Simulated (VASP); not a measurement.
Crystal: TiCo.

```
CELL_PARAMETERS angstrom
2.98611 0.00000 0.00000
0.00000 2.98611 0.00000
0.00000 0.00000 2.98611
ATOMIC_POSITIONS crystal
Co 0.50000 0.50000 0.50000
Ti 0.00000 0.00000 0.00000
```

* Program: VASP 6.6.1
* Task: relaxation of cell and atoms
* Functional: PBEsol
* Potentials or basis: VASP PAW PBE potentials, release 64 (Co, Ti_sv)
* Cutoff: 600 eV
* k mesh: 9 × 9 × 9
* Occupations: fermi-dirac, width 0.05 eV
* Spin: collinear spin, ferromagnetic start
* Starting moments: [2.0, 1.0] μB

At the start: pressure -8.7 GPa; volume 13.31 Å³/atom.

**Question.** How do energy, volume and symmetry change on relaxing?

**Answer.** Over 10 steps the energy falls by 19.2 meV/atom and the volume is 12.65 Å³/atom (-5.0 %); space group Pm-3m (No. 221, to 0.1 Å) before and after; moment 0.57 μB per cell.

The path:
| step | energy change (eV) | largest force (eV/Å) | pressure (GPa) | volume (Å³) |
| --- | --- | --- | --- | --- |
| 1 | 0.0000 | 0.0000 | -8.66 | 26.63 |
| 2 | 0.0065 | 0.0000 | 11.45 | 23.95 |
| 3 | -0.0384 | 0.0000 | 0.09 | 25.29 |
| 4 | -0.0383 | 0.0000 | -0.26 | 25.31 |
| 5 | -0.0384 | 0.0000 | -0.30 | 25.31 |
| 6 | -0.0384 | 0.0000 | -0.38 | 25.30 |
| 7 | -0.0384 | 0.0000 | -0.29 | 25.30 |
| 8 | -0.0384 | 0.0000 | 0.17 | 25.30 |
| 9 | -0.0384 | 0.0000 | -0.09 | 25.30 |
| 10 | -0.0384 | 0.0000 | -0.04 | 25.30 |

Final structure:
```
Co Ti
1.0
     2.93585    0.00000    0.00000
     0.00000    2.93585    0.00000
     0.00000    0.00000    2.93585
Co Ti
1 1
Direct
  0.50000 0.50000 0.50000
  0.00000 0.00000 0.00000
```

Caveat: the PAW data sets were made with another functional, which shifts forces and pressure a little.
